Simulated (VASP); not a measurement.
# MgO (P1) in VASP: a series of runs, part 2 of 2

VASP 6.6.1.

**4. Single point, PBEsol (the part above a cut slid along it)**

Input file INCAR:

```
SYSTEM = MgO
  PREC = Accurate
  ENCUT = 520
  EDIFF = 1E-7
  ISMEAR = 0
  SIGMA = 0.05
  LREAL = .False.
  LASPH = .True.
  NELM = 60
  ALGO = Normal
  ISIF = 2
  LWAVE = .False.
  LCHARG = .True.
  GGA = PS
  LELF = .True.
  LVHAR = .True.
  NBANDS = 36
```

Input file KPOINTS:

```
Automatic mesh
0
Gamma
  9 9 2
  0 0 0
```

Input file POSCAR:

```
MgO
1.0
    2.1075959645     -2.1075959645      0.0000000000
    2.1075959645      0.0000000000     -2.1075959645
    9.2647352416      8.6324564522      8.0001776629
Mg O
6 6
Direct
    1.0000000000     -0.1098665472      0.3662218239
    0.3333333333      0.2722963627      0.2034565688
    0.6666666667      0.5079705430      0.5289870790
    1.0000000000      0.7436447233      0.8545175891
    0.3333333333      0.1258076331      0.6917523341
    0.6666666667      0.6544592725      0.0406913138
    0.6666666667      0.5812149078      0.2848391964
    0.0000000000     -0.0366221824      0.1220739413
    0.3333333333      0.1990519979      0.4476044514
    0.6666666667      0.4347261782      0.7731349616
    1.0000000000      0.8168890880      0.6103697065
    0.3333333333      0.0525632683      0.9359002167
```

Potentials or basis: VASP PAW PBE potentials, release 64 (Mg, O).

On the command line:

```console
$ cat potpaw_PBE.64/Mg/POTCAR potpaw_PBE.64/O/POTCAR > POTCAR
$ mpirun -np 1 vasp_std > vasp.out
```

OUTCAR:

```text
SYSTEM = MgO
   PREC = Accurate
   ENCUT = 520
   EDIFF = 1E-7
   ISMEAR = 0
   LREAL = .False.
   LASPH = .True.
   NELM = 60
   ISIF = 2
   GGA = PS

 ion  position               nearest neighbor table
   1  0.000  0.890  0.366-   7 2.11   9 2.11   9 2.11   7 2.11   9 2.11   7 2.11   3 2.98   2 2.98
                             2 2.98   2 2.98   3 2.98   3 2.98
   2  0.333  0.272  0.203-   8 2.11   8 2.11   8 2.11   7 2.11   7 2.11   7 2.11   6 2.98   6 2.98
                             6 2.98   1 2.98   1 2.98   1 2.98
   3  0.667  0.508  0.529-  11 2.11  11 2.11  11 2.11   9 2.11   9 2.11   9 2.11   1 2.98   5 2.98
                             5 2.98   1 2.98   1 2.98   5 2.98
   4  0.000  0.744  0.855-  10 2.11  10 2.11  10 2.11  12 2.11  12 2.11  12 2.11   6 2.97   5 2.98
                             5 2.98   5 2.98   6 3.39
   5  0.333  0.126  0.692-  10 2.11  10 2.11  10 2.11  11 2.11  11 2.11  11 2.11   4 2.98   4 2.98
                             4 2.98   3 2.98   3 2.98   3 2.98
   6  0.667  0.654  0.041-  12 1.88   8 2.11   8 2.11   8 2.11  12 2.49   4 2.97   2 2.98   2 2.98
                             2 2.98   4 3.39
   7  0.667  0.581  0.285-   1 2.11   1 2.11   1 2.11   2 2.11   2 2.11   2 2.11
   8  0.000  0.963  0.122-   2 2.11   2 2.11   6 2.11   6 2.11   2 2.11   6 2.11
[... 1159 lines left out ...]
  FORCE on cell =-STRESS in cart. coord.  units (eV):
  Direction    XX          YY          ZZ          XY          YZ          ZX
  --------------------------------------------------------------------------------------
  -------------------------------------------------------------------------------------
  Total       -1.1651557     -1.2535666      0.5431367     -2.1592786     -0.2101636     -0.7708175
  in kB      -16.2279690    -17.4593316      7.5646589    -30.0738407     -2.9271016    -10.7357353
  external PRESSURE =      -8.7075473 kB  Pullay stress =       0.0000000 kB

 VOLUME and BASIS-vectors are now :
 -----------------------------------------------------------------------------
  energy-cutoff  :      520.00
  volume of cell :      115.04
      direct lattice vectors                 reciprocal lattice vectors
     2.107595965 -2.107595965  0.000000000     0.158158081 -0.316316162  0.158158081
     2.107595965  0.000000000 -2.107595965     0.146573893  0.146573893 -0.327900350
     9.264735242  8.632456452  8.000177663     0.038613961  0.038613961  0.038613961

 POSITION                                       TOTAL-FORCE (eV/Angst)
 -----------------------------------------------------------------------------------
      5.26899      3.16139      1.05380         0.211548      0.211703      0.211582
      3.16139      1.05380      1.05380         0.223427      0.226153      0.229680
      7.37659      3.16139      3.16139         0.212652      0.212632      0.212672
      9.48418      7.37659      5.26899         0.589813      0.469057      0.520509
      7.37659      5.26899      5.26899         0.211290      0.210812      0.210781
      3.16139     -1.05380     -1.05380        -0.685669     -1.082325      0.187140
      5.26899      1.05380      1.05380        -0.215624     -0.208875     -0.208688
      3.16139      1.05380     -1.05380        -0.308192     -0.066508     -0.112385
      5.26899      3.16139      3.16139        -0.212201     -0.212001     -0.212024
      9.48418      5.26899      5.26899        -0.197611     -0.206749     -0.215763
      7.37659      5.26899      3.16139        -0.212741     -0.212868     -0.213063
      9.48418      7.37659      7.37659         0.383308      0.658970     -0.610442
 -----------------------------------------------------------------------------------
    total drift:                               -0.000005      0.000247     -0.000260

  FREE ENERGIE OF THE ION-ELECTRON SYSTEM (eV)
  ---------------------------------------------------
  free  energy   TOTEN  =       -74.1765691931 eV

  energy  without entropy=      -74.1765691931  energy(sigma->0) =      -74.17656919
```

OSZICAR:

```text
N       E                     dE             d eps       ncg     rms          rms(c)
DAV:   1     0.236927759736E+03    0.23693E+03   -0.23552E+04  5904   0.122E+03
DAV:   2    -0.670509687739E+02   -0.30398E+03   -0.29334E+03  7592   0.265E+02
DAV:   3    -0.828755337802E+02   -0.15825E+02   -0.15753E+02  7380   0.625E+01
DAV:   4    -0.829794768372E+02   -0.10394E+00   -0.10385E+00  7248   0.582E+00
DAV:   5    -0.829801078215E+02   -0.63098E-03   -0.63074E-03  7272   0.455E-01    0.166E+01
DAV:   6    -0.744228651834E+02    0.85572E+01   -0.31067E+01  7084   0.283E+01    0.545E+00
DAV:   7    -0.743037121685E+02    0.11915E+00   -0.78279E-01  7080   0.497E+00    0.352E+00
DAV:   8    -0.741855619069E+02    0.11815E+00   -0.27338E-01  7468   0.458E+00    0.747E-01
DAV:   9    -0.741782820359E+02    0.72799E-02   -0.49781E-02  7368   0.126E+00    0.329E-01
DAV:  10    -0.741773021372E+02    0.97990E-03   -0.12283E-02  7212   0.585E-01    0.186E-01
DAV:  11    -0.741767038739E+02    0.59826E-03   -0.11268E-03  7556   0.280E-01    0.597E-02
DAV:  12    -0.741765764734E+02    0.12740E-03   -0.24801E-04  7776   0.199E-01    0.227E-02
DAV:  13    -0.741765742153E+02    0.22581E-05   -0.25496E-04  7408   0.118E-01    0.169E-02
DAV:  14    -0.741765707725E+02    0.34427E-05   -0.32417E-05  7356   0.345E-02    0.863E-03
DAV:  15    -0.741765693820E+02    0.13905E-05   -0.48816E-06  7564   0.133E-02    0.238E-03
DAV:  16    -0.741765692552E+02    0.12682E-06   -0.42321E-07  7344   0.431E-03    0.220E-03
DAV:  17    -0.741765691931E+02    0.62163E-07   -0.23476E-07  6680   0.287E-03
   1 F= -.74176569E+02 E0= -.74176569E+02  d E =-.719378E-18
```

Run time: 7.4 min. Hardware: 1 thread of Oxide Virtual Turin-like, shared host; peak memory 0.37 GiB.

What came out:

| Quantity | Value |
| --- | --- |
| Free energy | -74.1766 eV |
| Pressure | -0.9 GPa |
| Largest force | 1.295 eV/Å |
| Band gap on the k mesh | 2.49 eV |

Forces in eV/Å, atoms in the order of the input:
```
Mg   0.212  0.212  0.212
Mg   0.223  0.226  0.230
Mg   0.213  0.213  0.213
Mg   0.590  0.469  0.521
Mg   0.211  0.211  0.211
Mg  -0.686 -1.082  0.187
O   -0.216 -0.209 -0.209
O   -0.308 -0.067 -0.112
O   -0.212 -0.212 -0.212
O   -0.198 -0.207 -0.216
O   -0.213 -0.213 -0.213
O    0.383  0.659 -0.610
```

Caveat: the cell differs from its parent crystal (the part above a cut slid along it); the PAW data sets were made with another functional, which shifts forces and pressure a little. A k mesh can miss the band edges.

**5. The runs side by side**

| cell | gap on the mesh (eV) | pressure (GPa) | largest force (eV/Å) |
| --- | --- | --- | --- |
| a = 2.981, b = 2.981, c = 14.614 Å, angles 87.7, 88.8, 60.0°, 12 atoms | 4.41 | 2.5 | 4.07 |
| a = 2.981, b = 2.981, c = 14.650 Å, angles 85.3, 87.7, 60.0°, 12 atoms | 4.17 | 9.9 | 14.00 |
| a = 2.981, b = 2.981, c = 14.979 Å, angles 86.6, 88.3, 60.0°, 12 atoms | 2.49 | -0.9 | 1.29 |

Alike in all rows: task single point; level PBEsol; potentials or basis VASP PAW PBE potentials, release 64 (Mg, O); no spin polarisation; k mesh 9 × 9 × 2; cutoff (eV) 520; smearing gaussian 0.05 eV.

Caveats: the PAW data sets were made with another functional, which shifts forces and pressure a little; the stress differs along the axes, from -1 to 8 GPa (at least some runs); the stress differs along the axes, from 2 to 20 GPa (at least some runs).

Total energies depend on the potentials used, so only differences within one code and one set of settings carry meaning.
